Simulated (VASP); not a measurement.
Write the native input for VASP 6.6.1 that does the following.

| Item | Value |
| --- | --- |
| Task | relaxation of cell and atoms |
| Functional | PBEsol |
| Potentials or basis | VASP PAW PBE potentials, release 64 (Na_pv, F) |
| Cutoff | 600 eV |
| k mesh | 9 × 9 × 4 |
| Occupations | fermi-dirac, width 0.03 eV |
| Spin | no spin polarisation |
| Dipole correction | no |
| Further INCAR settings | ALGO = Normal; EDIFF = 1e-06; IBRION = 2; EDIFFG = -0.01; NSW = 100; ISIF = 3 |

The structure of NaF lies in POSCAR:

```
NaF
1.0
    2.9502628500      0.0000000000      0.0000000000
   -1.4751314250      2.5550025759      0.0000000000
    0.0000000000      0.0000000000      4.8089284455
Na F
2 2
Direct
    0.0000000000      0.0000000000      0.0000000000
    0.0000000000      0.0000000000      0.5000000000
    0.3333333333      0.6666666667      0.2500000000
    0.6666666667      0.3333333333      0.7500000000
```

These files were run (other wordings do the same):

INCAR

```
  ALGO = Normal
  EDIFF = 1E-6
  EDIFFG = -0.01
  ENCUT = 600
  GGA = PS
  IBRION = 2
  ISIF = 3
  ISMEAR = -1
  LASPH = T
  LCHARG = F
  LREAL = F
  LWAVE = F
  NELM = 60
  NSW = 100
  PREC = Accurate
  SIGMA = 0.03
```

KPOINTS

```
k-points
0
Gamma
  9 9 4
```

Potentials or basis: VASP PAW PBE potentials, release 64 (Na_pv, F).

Command:

```sh
$ cat potpaw_PBE.64/Na_pv/POTCAR potpaw_PBE.64/F/POTCAR > POTCAR
$ mpirun -np 1 vasp_std > vasp.out
```

Results of the run:

* Relaxed volume: 12.31 Å³/atom
* Relaxed cell: a = 3.196 Å, b = 3.196 Å, c = 5.568 Å, α = 90.00°, β = 90.00°, γ = 120.00°
* Space group after relaxing (to 0.05 Å): P6_3/mmc (No. 194)
* Energy gained by relaxing: 273.5 meV/atom
* Ionic steps: 7
* Pressure after relaxing: 0.0 GPa
* Band gap on the k mesh: 6.15 eV, direct

Caveat: the volume moved by over 15 % at a fixed basis, so the end points are rough; the PAW data sets were made with another functional, which shifts forces and pressure a little.

It took 40 s on 1 thread of Intel(R) Xeon(R) 6975P-C (Granite Rapids), on a shared host, peak memory 0.16 GiB.
